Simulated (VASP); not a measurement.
# Eu (Fm-3m) in VASP: single point with PBE

Aim: the single point of Eu with PBE.

Everything below comes from runs of VASP 6.6.1. Logs are shortened: lines on timing, memory, paths and dates and some standing lists are left out, and cuts for length are marked.

### Step 1. The cell of the first run

Symmetry: Fm-3m, No. 225, cubic system. Conventional cell: a = 5.579 Å, b = 5.579 Å, c = 5.579 Å, α = 90.00°, β = 90.00°, γ = 90.00°. Eu (site symmetry m-3m) has 12 Eu at 3.94 Å within 5.2 Å.

This isn't the form of Eu at room conditions, which is bcc.

### Step 2. Single point, PBE, collinear spin, antiferromagnetic start

INCAR

```
PREC     = Accurate       # precision mode
ENCUT    = 600            # plane-wave cutoff, eV
EDIFF    = 1E-6           # SCF threshold, eV
ISMEAR   = -1             # smearing method
SIGMA    = 0.05           # smearing width, eV
LREAL    = False          # projectors in reciprocal space
LASPH    = True           # aspherical terms in the spheres
NELM     = 200            # most SCF steps
ALGO     = Normal         # electronic algorithm
ISIF     = 2              # what is computed and relaxed
LWAVE    = False          # write WAVECAR
LCHARG   = False          # write CHGCAR
ISPIN    = 2              # spin polarisation
MAGMOM   = 6.9 -6.9       # initial moments
LORBIT   = 11             # projections on sites
LMAXMIX  = 6              # l up to which the mixer works
GGA      = PE             # functional
NBANDS   = 28             # bands
GGA_COMPAT= False
```

KPOINTS

```
regular mesh
0
Gamma
  7 7 5
```

POSCAR

```
Eu
1.0
    0.0000000000     -2.7893026914      2.7893026914
    0.0000000000      2.7893026914      2.7893026914
   -5.5786053828      0.0000000000      0.0000000000
Eu
2
Direct
    0.0000000000      0.0000000000      0.0000000000
    0.5000000000      0.5000000000      0.5000000000
```

Potentials or basis: VASP PAW PBE potentials, release 64 (Eu).

Command:

```bash
$ cat potpaw_PBE.64/Eu/POTCAR > POTCAR
$ mpirun -np 1 vasp_std > vasp.out
```

OUTCAR:

```text
PREC = Accurate
   ENCUT = 600
   EDIFF = 1E-6
   ISMEAR = -1
   LREAL = False
   LASPH = True
   NELM = 200
   ISIF = 2
   ISPIN = 2
   LORBIT = 11
   GGA = PE

 ion  position               nearest neighbor table
   1  0.000  0.000  0.000-
   2  0.500  0.500  0.500-

  LATTYP: Found a simple tetragonal cell.
 ALAT       =     3.9446696957
 C/A-ratio  =     1.4142135624

  Lattice vectors:

 A1 = (   0.0000000000,  -2.7893026914,   2.7893026914)
 A2 = (   0.0000000000,   2.7893026914,   2.7893026914)
 A3 = (  -5.5786053828,   0.0000000000,   0.0000000000)

Analysis of symmetry for initial positions (statically):
=====================================================================
 Subroutine PRICEL returns following result:

  LATTYP: Found a face centered cubic cell.
 ALAT       =     5.5786053828
[... 12 lines left out ...]
 Subroutine GETGRP returns: Found 16 space group operations
 (whereof 16 operations were pure point group operations)
 out of a pool of 16 trial point group operations.

The static configuration has the point symmetry D_4h.

Analysis of symmetry for dynamics (positions and initial velocities):
=====================================================================
 Subroutine PRICEL returns following result:

  LATTYP: Found a face centered cubic cell.
 ALAT       =     5.5786053828
[... 12 lines left out ...]
 Subroutine GETGRP returns: Found 16 space group operations
 (whereof 16 operations were pure point group operations)
 out of a pool of 16 trial point group operations.

The dynamic configuration has the point symmetry D_4h.

Analysis of structural, dynamic, and magnetic symmetry:
=====================================================================
 Subroutine PRICEL returns following result:

  LATTYP: Found a face centered cubic cell.
 ALAT       =     5.5786053828
[... 12 lines left out ...]
 Subroutine GETGRP returns: Found 16 space group operations
 (whereof 16 operations were pure point group operations)
 out of a pool of 16 trial point group operations.

The overall configuration has the point symmetry D_4h.

 Subroutine INISYM returns: Found 16 space group operations
 (whereof 16 operations are pure point group operations),
 and found     2 'primitive' translations

----------------------------------------------------------------------------------------

                                     Primitive cell

[... 104 lines left out ...]
   EFERMI_NEDOS =   21; number of points for ismear=-14 and -15
   IALGO  =     38    algorithm
   IMIX   =      4    mixing-type and parameters
     AMIX     =   0.40;   BMIX     =  1.00
     AMIX_MAG =   1.60;   BMIX_MAG =  1.00
  volume/ion in A,a.u.               =      43.40       292.90
  Fermi-wavevector in a.u.,A,eV,Ry     =   1.197803  2.263520 19.520723  1.434733
  Thomas-Fermi vector in A             =   2.333709
   LORBIT       =     11    0 simple, 1 ext, 2 COOP (PROOUT), +10 PAW based schemes
   GGA     = PE    functional components
   LHFCALC =     F    Hartree Fock is set to
   AEXX    =    0.0000 exact exchange contribution
   IVDW    =     0    specifies the selected vdW correction
   LEPSILON=     F    determine dielectric tensor
   LRPA    =     F    only Hartree local field effects (RPA)
 spin polarized calculation
  energy-cutoff  :      600.00
  volume of cell :       86.81
 maximum number of plane-waves:      2913
 NGX is ok and might be reduce to    32
   NGX = 15   NGY = 15   NGZ = 23

 number of electron      33.9999989 magnetization       0.0000000

 number of electron      33.9999989 magnetization      -0.0000000

 Free energy of the ion-electron system (eV)
  ---------------------------------------------------
  ext. energy  EPLUGINS =         0.00000000
  ---------------------------------------------------
  free energy    TOTEN  =       -22.79629086 eV

  energy without entropy =      -22.76421421  energy(sigma->0) =      -22.78025253

 E-fermi :   1.9869     XC(G=0):  -8.7045

 val. band max:        1.9473925208   @ k =   0.2857   0.1429   0.0000
 cond. band min:       2.0208631612   @ k =   0.2857   0.2857   0.2000
 fundamental gap:      0.0734706404
 Fermi energy:         1.9869102061

 spin component 1

 k-point     1 :       0.0000    0.0000    0.0000
  band No.  band energies     occupation
      1     -39.5817      1.00000
      2     -36.4733      1.00000
      3     -18.3896      1.00000
      4     -18.2629      1.00000
      5     -18.2629      1.00000
      6     -16.1190      1.00000
[... 733 lines left out ...]
     27       6.3961      0.00000
     28       6.5014      0.00000

 [... further k-points ...]

 spin component 2

 k-point     1 :       0.0000    0.0000    0.0000
  band No.  band energies     occupation
      1     -39.5817      1.00000
      2     -36.4733      1.00000
      3     -18.3896      1.00000
      4     -18.2629      1.00000
      5     -18.2629      1.00000
      6     -16.1190      1.00000
[... 733 lines left out ...]
     27       6.4070      0.00000
     28       6.5304      0.00000

 [... further k-points ...]
[... 5 lines left out ...]
  --------------------------------------------------------------------------------------
  -------------------------------------------------------------------------------------
  Total       -0.0263963     -0.2162284     -0.2162284      0.0000000      0.0000000     -0.0000000
  in kB       -0.4872000     -3.9909505     -3.9909505      0.0000000      0.0000000     -0.0000000
  external PRESSURE =      -2.8230337 kB  Pullay stress =       0.0000000 kB

 VOLUME and BASIS-vectors are now :
 -----------------------------------------------------------------------------
  energy-cutoff  :      600.00
  volume of cell :       86.81
      direct lattice vectors                 reciprocal lattice vectors
     0.000000000 -2.789302691  2.789302691     0.000000000 -0.179256271  0.179256271
     0.000000000  2.789302691  2.789302691     0.000000000  0.179256271  0.179256271
    -5.578605383  0.000000000  0.000000000    -0.179256271  0.000000000  0.000000000

 POSITION                                       TOTAL-FORCE (eV/Angst)
 -----------------------------------------------------------------------------------
      0.00000      0.00000      0.00000         0.000000      0.000000      0.000000
     -2.78930      0.00000      2.78930        -0.000000     -0.000000     -0.000000
 -----------------------------------------------------------------------------------
    total drift:                                0.000000      0.000000      0.000000

  FREE ENERGIE OF THE ION-ELECTRON SYSTEM (eV)
  ---------------------------------------------------
  free  energy   TOTEN  =       -22.7962908630 eV

  energy  without entropy=      -22.7642142066  energy(sigma->0) =      -22.78025253

 total charge

# of ion       s       p       d       f       tot
--------------------------------------------------
    1        2.088   5.710   0.275   6.663  14.736
    2        2.088   5.710   0.275   6.663  14.736
--------------------------------------------------
tot          4.176  11.420   0.549  13.326  29.472

 magnetization (x)

# of ion       s       p       d       f       tot
--------------------------------------------------
    1        0.002  -0.110   0.079   6.658   6.629
    2       -0.002   0.110  -0.079  -6.658  -6.629
--------------------------------------------------
tot          0.000   0.000   0.000   0.000   0.000
```

OSZICAR:

```text
N       E                     dE             d eps       ncg     rms          rms(c)
DAV:   1     0.298841928898E+03    0.29884E+03   -0.12618E+04  4216   0.559E+03
DAV:   2     0.711107005011E+02   -0.22773E+03   -0.19366E+03  4616   0.377E+02
[... 12 lines left out ...]
DAV:  15    -0.227962988338E+02   -0.67855E-04   -0.48213E-04  6184   0.143E-01    0.596E-01
DAV:  16    -0.227963094264E+02   -0.10593E-04   -0.10420E-04  6104   0.754E-02    0.380E-01
DAV:  17    -0.227963031509E+02    0.62755E-05   -0.40028E-05  6252   0.747E-02    0.142E-01
DAV:  18    -0.227962931542E+02    0.99967E-05   -0.18546E-05  6200   0.824E-02    0.434E-02
DAV:  19    -0.227962917798E+02    0.13743E-05   -0.54843E-06  4724   0.253E-02    0.315E-02
DAV:  20    -0.227962908630E+02    0.91682E-06   -0.11879E-06  3864   0.215E-02
   1 F= -.22796291E+02 E0= -.22780253E+02  d E =-.320767E-01  mag=    -0.0000
```

stdout:

```text
POSCAR found type information on POSCAR Eu
 POSCAR found :  1 types and       2 ions
 scaLAPACK will be used
 LDA part: xc-table for (Slater+PW92), standard interpolation
 POSCAR, INCAR and KPOINTS ok, starting setup
 FFT: planning ... GRIDC
 FFT: planning ... GRID_SOFT
 FFT: planning ... GRID
 WAVECAR not read
 entering main loop
```

It took 10 min on 1 thread of AMD EPYC, shared host; peak memory 0.3 GiB.

Results:

```
Free energy                                           : -22.7963 eV
Pressure                                              : -0.3 GPa
Band gap on the k mesh                                : zero (filled and empty bands overlap)
Net moment                                            : 0.00 μB per cell
Site moments                                          : Eu +6.63, -6.63 μB
Valence electrons inside the program's atomic spheres : Eu 14.74
```

Caveat: spin-orbit coupling is left out, which moves the levels of the heavy elements; semilocal functionals describe open f shells poorly, which spoils levels, moments and volumes.
